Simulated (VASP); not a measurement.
PbS:

```
Pb S
1.0
     4.11657    0.00000    0.00000
    -2.06097    3.56350    0.00000
     0.00000    0.00000    7.55994
Pb S
2 2
Direct
  0.00103 0.99897 0.48673
  0.99897 0.00103 0.98673
  0.66714 0.33286 0.69247
  0.33286 0.66714 0.19247
```

Base run:

| Item | Value |
| --- | --- |
| Program | VASP 6.6.1 |
| Functional | PBEsol |
| Potentials or basis | VASP PAW PBE potentials, release 64 (Pb_d, S) |
| Cutoff | 520 eV |
| k mesh | 5 × 5 × 3 |
| Occupations | gaussian, width 0.01 eV |
| Spin | no spin polarisation |

Its results: band gap on the k mesh 0.72 eV (least direct gap 1.14 eV); pressure -1.9 GPa; largest force 0.012 eV/Å.

Q: The run is repeated on the same cell with these changes: k mesh from 5 × 5 × 3 to 6 × 6 × 3. What comes out?

A: Band gap on the k mesh 0.40 eV (least direct gap 1.15 eV); pressure -1.8 GPa; largest force 0.007 eV/Å.

Caveats: the PAW data sets were made with another functional, which shifts forces and pressure a little; spin-orbit coupling is left out, which moves the levels of the heavy elements; an odd mesh through Γ misses points on the zone boundary, where band edges can lie.
